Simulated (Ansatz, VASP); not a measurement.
**Al: VASP beside Ansatz**

File INCAR:

```
SYSTEM = Al
PREC = Accurate
ENCUT = 520
EDIFF = 1E-7
ISMEAR = 0
SIGMA = 0.15
LREAL = .False.
LASPH = .True.
NELM = 100
ALGO = Fast
ISIF = 2
LWAVE = .False.
LCHARG = .False.
GGA = PE
IVDW = 12
NBANDS = 14
```

File KPOINTS:

```
regular mesh
0
Gamma
  18 18 4
  0 0 0
```

Contents of POSCAR:

```
Al
1.0
    2.6962000000      0.0000000000      0.0000000000
   -1.3481000000      2.3349776937      0.0000000000
    0.0000000000      0.0000000000     11.2371000000
Al
4
Direct
    0.0000000000      0.0000000000      0.0000000000
    0.3333333333      0.6666666667      0.2500000000
    0.0000000000      0.0000000000      0.5000000000
    0.6666666667      0.3333333333      0.7500000000
```

Input for Ansatz:

```yaml
crystal:
  lattice:
    - [2.6962, 0.0, 0.0]
    - [-1.3481, 2.3349776937, 0.0]
    - [0.0, 0.0, 11.2371]
  atoms:
    - { symbol: Al, position: [0.0, 0.0, 0.0] }
    - { symbol: Al, position: [0.3333333333, 0.6666666667, 0.25] }
    - { symbol: Al, position: [0.0, 0.0, 0.5] }
    - { symbol: Al, position: [0.6666666667, 0.3333333333, 0.75] }
basis:
  ecutwfc: 420
kpoints:
  mp_grid: { grid: [18, 18, 4] }
hamiltonian:
  xc: pbe
  pseudopotentials: { kind: paw, azcp: { folder: soft_1 } }
  dispersion: d3bj
scf:
  occupations: { method: gaussian, width: 0.15 }
output:
  forces: true
  stress: true
  eigenvalues: true
```

Alike in both runs: task single point; functional PBE; dispersion D3(BJ); k mesh 18 × 18 × 4; occupations gaussian, width 0.15 eV; no spin polarisation.

```csv
,VASP,Ansatz
version,VASP 6.6.1,Ansatz 0.2.0
potentials or method,"VASP PAW PBE potentials, release 64 (Al), cutoff 520 eV","scalar-relativistic, plane waves, PAW"
valence electrons in the cell,12,12
```

VASP gave:

* gap on the k mesh at the Fermi level (eV): none
* pressure (GPa): -2.2
* traceless stress, the component that is largest in VASP (GPa): -9.28

Question: What did Ansatz give for the same quantities?

Answer: gap on the k mesh at the Fermi level (eV): none; pressure (GPa): -2.2; traceless stress, the component that is largest in VASP (GPa): -9.27.

A gap of «none» marks a metal or a gap that the smearing closes.
